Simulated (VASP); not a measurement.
Write the native input for VASP 6.6.1 that does the following.

| Property | Result |
| --- | --- |
| Task | single point |
| Functional | PBEsol |
| Potentials or basis | VASP PAW PBE potentials, release 64 (Ir_sv_GW) |
| Cutoff | 560 eV |
| k mesh | 10 × 10 × 10 |
| Occupations | gaussian, width 0.1 eV |
| Spin | no spin polarisation |
| Dipole correction | no |
| Further INCAR settings | ALGO = Normal; EDIFF = 1e-06; NBANDS = 14 |

The structure of Ir lies in POSCAR:

```
Ir
1.0
    0.0000000000      1.9158998011      1.9158998011
    1.9158998011      0.0000000000      1.9158998011
    1.9158998011      1.9158998011      0.0000000000
Ir
1
Direct
    0.0000000000      0.0000000000      0.0000000000
```

The input as run:

INCAR

```
SYSTEM = Ir
PREC = Accurate
ENCUT = 560
EDIFF = 1E-6
ISMEAR = 0
SIGMA = 0.1
LREAL = .FALSE.
LASPH = .TRUE.
NELM = 120
ALGO = Normal
ISIF = 2
LWAVE = .FALSE.
LCHARG = .FALSE.
GGA = PS
NBANDS = 14
GGA_COMPAT = .FALSE.
```

KPOINTS

```
regular mesh
0
G
  10 10 10
  0 0 0
```

Potentials or basis: VASP PAW PBE potentials, release 64 (Ir_sv_GW).

The run is started by

```console
$ cat potpaw_PBE.64/Ir_sv_GW/POTCAR > POTCAR
$ mpirun -np 1 vasp_std > vasp.out
```

Results of the run:

| Quantity | Value |
| --- | --- |
| Pressure | -2.3 GPa |
| Band gap on the k mesh | zero (an odd number of electrons rules out a gap without spin polarisation) |

Caveat: the PAW data sets were made with another functional, which shifts forces and pressure a little; spin-orbit coupling is left out, which moves the levels of the heavy elements.

Run time: 12 s on 1 thread of Intel(R) Xeon(R) Platinum 8259CL CPU @ 2.50GHz (Skylake/Cascade Lake), on a shared host, peak memory 0.15 GiB.
